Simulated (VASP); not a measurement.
# SrTiO3 in VASP: a series of runs

Runs on SrTiO3. Level: PBE. Tasks: single point.

Everything below comes from runs of VASP 6.6.1. Logs are shortened: lines on timing, memory, paths and dates and some standing lists are left out, and cuts for length are marked.

### 1 The cell of the first run

It takes space group Pm-3m (No. 221, cubic). The conventional cell has a = 3.982 Å, b = 3.982 Å, c = 3.982 Å, α = 90.00°, β = 90.00°, γ = 90.00°. Sr (site symmetry m-3m) has 12 O at 2.82 Å and 8 Ti at 3.45 Å within 3.7 Å. Ti (site symmetry m-3m) has 6 O at 1.99 Å within 2.6 Å. Within 2.6 Å of O (site symmetry 4/mmm) lie 2 Ti at 1.99 Å.

### 2 Single point, PBE (volume scaled by 1.06)

The input, INCAR:

```
PREC = Accurate ; ENCUT = 520
EDIFF = 1E-6 ; ISMEAR = -1
SIGMA = 0.05 ; LREAL = False
LASPH = True ; NELM = 100
ALGO = Normal ; ISIF = 2
LWAVE = False ; LCHARG = True
GGA = PE ; LELF = True
LVHAR = True ; NBANDS = 28
```

The input, KPOINTS:

```
regular mesh
0
Gamma
  7 7 7
```

The input, POSCAR:

```
SrTiO3
1.0
    3.9815880716      0.0000000000      0.0000000000
    0.0000000000      3.9815880716      0.0000000000
    0.0000000000      0.0000000000      3.9815880716
Sr Ti O
1 1 3
Direct
    0.0000000000      0.0000000000      0.0000000000
    0.5000000000      0.5000000000      0.5000000000
    0.0000000000      0.5000000000      0.5000000000
    0.5000000000      0.0000000000      0.5000000000
    0.5000000000      0.5000000000      0.0000000000
```

Potentials or basis: VASP PAW PBE potentials, release 64 (Sr_sv, Ti_sv, O).

The run is started by

```
> cat potpaw_PBE.64/Sr_sv/POTCAR potpaw_PBE.64/Ti_sv/POTCAR potpaw_PBE.64/O/POTCAR > POTCAR
> mpirun -np 1 vasp_std > vasp.out
```

OUTCAR:

```text
PREC = Accurate
   ENCUT = 520
   EDIFF = 1E-6
   ISMEAR = -1
   LREAL = False
   LASPH = True
   NELM = 100
   ISIF = 2
   GGA = PE

 ion  position               nearest neighbor table
   1  0.000  0.000  0.000-   3 2.82   4 2.82   5 2.82   3 2.82   4 2.82   3 2.82   5 2.82   3 2.82
                             4 2.82   5 2.82   4 2.82   5 2.82   2 3.45   2 3.45   2 3.45   2 3.45
   2  0.500  0.500  0.500-   3 1.99   4 1.99   5 1.99   5 1.99   4 1.99   3 1.99   1 3.45   1 3.45
                             1 3.45   1 3.45   1 3.45   1 3.45   1 3.45   1 3.45
   3  0.000  0.500  0.500-   2 1.99   2 1.99   1 2.82   1 2.82   1 2.82   1 2.82
   4  0.500  0.000  0.500-   2 1.99   2 1.99   1 2.82   1 2.82   1 2.82   1 2.82
   5  0.500  0.500  0.000-   2 1.99   2 1.99   1 2.82   1 2.82   1 2.82   1 2.82

  LATTYP: Found a simple cubic cell.
 ALAT       =     3.9815880716

  Lattice vectors:

 A1 = (   3.9815880716,   0.0000000000,   0.0000000000)
 A2 = (   0.0000000000,   3.9815880716,   0.0000000000)
 A3 = (   0.0000000000,   0.0000000000,   3.9815880716)

Analysis of symmetry for initial positions (statically):
=====================================================================
 Subroutine PRICEL returns:
 Original cell was already a primitive cell.

 Routine SETGRP: Setting up the symmetry group for a
 simple cubic supercell.

 Subroutine GETGRP returns: Found 48 space group operations
 (whereof 48 operations were pure point group operations)
 out of a pool of 48 trial point group operations.

The static configuration has the point symmetry O_h .

Analysis of symmetry for dynamics (positions and initial velocities):
=====================================================================
 Subroutine PRICEL returns:
 Original cell was already a primitive cell.

 Routine SETGRP: Setting up the symmetry group for a
 simple cubic supercell.

 Subroutine GETGRP returns: Found 48 space group operations
 (whereof 48 operations were pure point group operations)
 out of a pool of 48 trial point group operations.

The dynamic configuration has the point symmetry O_h .

 Subroutine INISYM returns: Found 48 space group operations
 (whereof 48 operations are pure point group operations),
 and found     1 'primitive' translations

----------------------------------------------------------------------------------------

                                     Primitive cell

  volume of cell :      63.1203

  direct lattice vectors                    reciprocal lattice vectors
     3.981588072  0.000000000  0.000000000     0.251156067  0.000000000  0.000000000
     0.000000000  3.981588072  0.000000000     0.000000000  0.251156067  0.000000000
     0.000000000  0.000000000  3.981588072     0.000000000  0.000000000  0.251156067

  length of vectors
     3.981588072  3.981588072  3.981588072     0.251156067  0.251156067  0.251156067

  position of ions in fractional coordinates (direct lattice)
     0.000000000  0.000000000  0.000000000
     0.500000000  0.500000000  0.500000000
     0.000000000  0.500000000  0.500000000
     0.500000000  0.000000000  0.500000000
     0.500000000  0.500000000  0.000000000

  ion indices of the primitive-cell ions
   primitive index   ion index
                 1           1
                 2           2
                 3           3
                 4           4
                 5           5

----------------------------------------------------------------------------------------

 KPOINTS: regular mesh

Automatic generation of k-mesh.
 Grid dimensions read from file:
 generate k-points for:    7    7    7

 Generating k-lattice:

  Cartesian coordinates                     Fractional coordinates (reciprocal lattice)
     0.035879438  0.000000000  0.000000000     0.142857143  0.000000000  0.000000000
     0.000000000  0.035879438  0.000000000     0.000000000  0.142857143  0.000000000
     0.000000000  0.000000000  0.035879438     0.000000000  0.000000000  0.142857143

  Length of vectors
     0.035879438  0.035879438  0.035879438

  Shift w.r.t. Gamma in fractional coordinates (k-lattice)
     0.000000000  0.000000000  0.000000000

 Subroutine IBZKPT returns following result:
 ===========================================

 Found     20 irreducible k-points:

 Following reciprocal coordinates:
            Coordinates               Weight
  0.000000  0.000000  0.000000      1.000000
  0.142857  0.000000  0.000000      6.000000
  0.285714  0.000000  0.000000      6.000000
  0.428571  0.000000  0.000000      6.000000
  0.142857  0.142857  0.000000     12.000000
  0.285714  0.142857  0.000000     24.000000
[... 12 lines left out ...]
  0.428571  0.428571  0.285714     24.000000
  0.428571  0.428571  0.428571      8.000000
   k-points           NKPTS =     20   k-points in BZ     NKDIM =     20   number of bands    NBANDS=     28
   number of dos      NEDOS =    301   number of ions     NIONS =      5
   total plane-waves  NPLWV =  27000
   dimension x,y,z NGX =    30 NGY =   30 NGZ =   30
   dimension x,y,z NGXF=    60 NGYF=   60 NGZF=   60
   ions per type =               1   1   3
   NGX,Y,Z   is equivalent  to a cutoff of  12.53, 12.53, 12.53 a.u.
   NGXF,Y,Z  is equivalent  to a cutoff of  25.05, 25.05, 25.05 a.u.
 SYSTEM =  unknown system
   PREC   = accura    normal or accurate (medium, high low for compatibility)
   ISTART =      0    job   : 0-new  1-cont  2-samecut
   ICHARG =      2    charge: 1-file 2-atom 10-const
   ISPIN  =      1    spin polarized calculation?
   LNONCOLLINEAR =      F non collinear calculations
   LSORBIT =      F    spin-orbit coupling
   LASPH  =      T    aspherical Exc in radial PAW
   ENCUT  =  520.0 eV  38.22 Ry    6.18 a.u.   7.40  7.40  7.40*2*pi/ulx,y,z
   NELM   =    100;   NELMIN=  2; NELMDL= -5     # of ELM steps
   EDIFF  = 0.1E-05   stopping-criterion for ELM
   LREAL  =      F    real-space projection
   EDIFFG = 0.1E-04   stopping-criterion for IOM
   NSW    =      0    number of steps for IOM
   IBRION =     -1    ionic relax: 0-MD 1-quasi-New 2-CG
   NFREE  =      0    steps in history (QN), initial steepest desc. (CG)
   ISIF   =      2    stress and relaxation
   ISYM   =      2    0-nonsym 1-usesym 2-fastsym
   POTIM  = 0.5000    time-step for ionic-motion
   TEBEG  =    0.0;   TEEND  =   0.0 temperature during run
   PSTRESS=    0.0 pullay stress
   NELECT =      40.0000    total number of electrons
   NUPDOWN=      -1.0000    fix difference up-down
   EMIN   =  10.00;   EMAX   =-10.00  energy-range for DOS
   EFERMI =   0.00;   METHOD = LEGACY
   ISMEAR =    -1;   SIGMA  =   0.05  broadening in eV -4-tet -1-fermi 0-gaus
   EFERMI_NEDOS =   21; number of points for ismear=-14 and -15
   IALGO  =     38    algorithm
   IMIX   =      4    mixing-type and parameters
     AMIX     =   0.40;   BMIX     =  1.00
     AMIX_MAG =   1.60;   BMIX_MAG =  1.00
  volume/ion in A,a.u.               =      12.62        85.19
  Fermi-wavevector in a.u.,A,eV,Ry     =   1.406172  2.657280 26.903075  1.977320
  Thomas-Fermi vector in A             =   2.528559
   LORBIT       =      0    0 simple, 1 ext, 2 COOP (PROOUT), +10 PAW based schemes
   GGA     = PE    functional components
   LHFCALC =     F    Hartree Fock is set to
   AEXX    =    0.0000 exact exchange contribution
   IVDW    =     0    specifies the selected vdW correction
   LEPSILON=     F    determine dielectric tensor
   LRPA    =     F    only Hartree local field effects (RPA)
 non-spin polarized calculation
  energy-cutoff  :      520.00
  volume of cell :       63.12
 maximum number of plane-waves:      1743
 NGX is ok and might be reduce to    30
   NGX = 15   NGY = 15   NGZ = 15

 number of electron      39.9999978 magnetization

 Free energy of the ion-electron system (eV)
  ---------------------------------------------------
  ext. energy  EPLUGINS =         0.00000000
  ---------------------------------------------------
  free energy    TOTEN  =       -40.07642680 eV

  energy without entropy =      -40.07642680  energy(sigma->0) =      -40.07642680

 E-fermi :   4.5741     XC(G=0): -10.9663

 val. band max:        3.6406395954   @ k =   0.4286   0.4286   0.4286
 cond. band min:       5.4451591899   @ k =   0.0000   0.0000   0.0000
 fundamental gap:      1.8045195945
 Fermi energy:         4.5740837190

 k-point     1 :       0.0000    0.0000    0.0000
  band No.  band energies     occupation
      1     -53.0018      2.00000
      2     -29.2748      2.00000
      3     -29.2129      2.00000
      4     -29.2129      2.00000
      5     -29.2129      2.00000
      6     -13.5175      2.00000
[... 20 lines left out ...]
     27       9.0406      0.00000
     28       9.4113      0.00000

 k-point     2 :       0.1429    0.0000    0.0000
  band No.  band energies     occupation
      1     -53.0016      2.00000
      2     -29.2926      2.00000
      3     -29.2125      2.00000
      4     -29.2125      2.00000
      5     -29.2020      2.00000
      6     -13.5265      2.00000
[... 20 lines left out ...]
     27       9.3679      0.00000
     28       9.8843      0.00000

 k-point     3 :       0.2857    0.0000    0.0000
  band No.  band energies     occupation
      1     -53.0011      2.00000
      2     -29.3242      2.00000
      3     -29.2116      2.00000
      4     -29.2116      2.00000
      5     -29.1855      2.00000
      6     -13.6030      2.00000
[... 20 lines left out ...]
     27      10.1001      0.00000
     28      11.1565      0.00000

 k-point     4 :       0.4286    0.0000    0.0000
  band No.  band energies     occupation
      1     -53.0007      2.00000
      2     -29.3465      2.00000
      3     -29.2109      2.00000
      4     -29.2109      2.00000
      5     -29.1753      2.00000
      6     -13.6949      2.00000
[... 454 lines left out ...]
     27      11.4281      0.00000
     28      11.4441      0.00000

 k-point    19 :       0.4286    0.4286    0.2857
  band No.  band energies     occupation
      1     -52.9991      2.00000
      2     -29.2693      2.00000
      3     -29.2606      2.00000
      4     -29.2423      2.00000
      5     -29.2270      2.00000
      6     -12.7495      2.00000
[... 20 lines left out ...]
     27      11.2201      0.00000
     28      11.3870      0.00000

 k-point    20 :       0.4286    0.4286    0.4286
  band No.  band energies     occupation
      1     -52.9987      2.00000
      2     -29.2616      2.00000
      3     -29.2597      2.00000
      4     -29.2597      2.00000
      5     -29.2297      2.00000
      6     -12.5048      2.00000
[... 20 lines left out ...]
     27      11.2887      0.00000
     28      11.2887      0.00000

------------------------ aborting loop because EDIFF is reached ----------------------------------------

  FORCE on cell =-STRESS in cart. coord.  units (eV):
  Direction    XX          YY          ZZ          XY          YZ          ZX
  --------------------------------------------------------------------------------------
  -------------------------------------------------------------------------------------
  Total       -1.9000025     -1.9000025     -1.9000025     -0.0000000     -0.0000000     -0.0000000
  in kB      -48.2276137    -48.2276137    -48.2276137     -0.0000000     -0.0000000     -0.0000000
  external PRESSURE =     -48.2276137 kB  Pullay stress =       0.0000000 kB

 VOLUME and BASIS-vectors are now :
 -----------------------------------------------------------------------------
  energy-cutoff  :      520.00
  volume of cell :       63.12
      direct lattice vectors                 reciprocal lattice vectors
     3.981588072  0.000000000  0.000000000     0.251156067  0.000000000  0.000000000
     0.000000000  3.981588072  0.000000000     0.000000000  0.251156067  0.000000000
     0.000000000  0.000000000  3.981588072     0.000000000  0.000000000  0.251156067

 POSITION                                       TOTAL-FORCE (eV/Angst)
 -----------------------------------------------------------------------------------
      0.00000      0.00000      0.00000         0.000000      0.000000      0.000000
      1.99079      1.99079      1.99079         0.000000      0.000000      0.000000
      0.00000      1.99079      1.99079         0.000000      0.000000      0.000000
      1.99079      0.00000      1.99079         0.000000      0.000000      0.000000
      1.99079      1.99079      0.00000         0.000000      0.000000      0.000000
 -----------------------------------------------------------------------------------
    total drift:                                0.000000      0.000000     -0.000000

  FREE ENERGIE OF THE ION-ELECTRON SYSTEM (eV)
  ---------------------------------------------------
  free  energy   TOTEN  =       -40.0764268018 eV

  energy  without entropy=      -40.0764267993  energy(sigma->0) =      -40.07642680
```

Run time: 18 s. Hardware: 1 thread of Intel Xeon 6975P-C (Granite Rapids), shared host; peak memory 0.18 GiB.

What came out:

- Free energy: -40.0764 eV
- Pressure: -4.8 GPa
- Band gap on the k mesh: 1.80 eV, indirect (least direct gap 2.13 eV)

(Continued in part 2 of 2.)
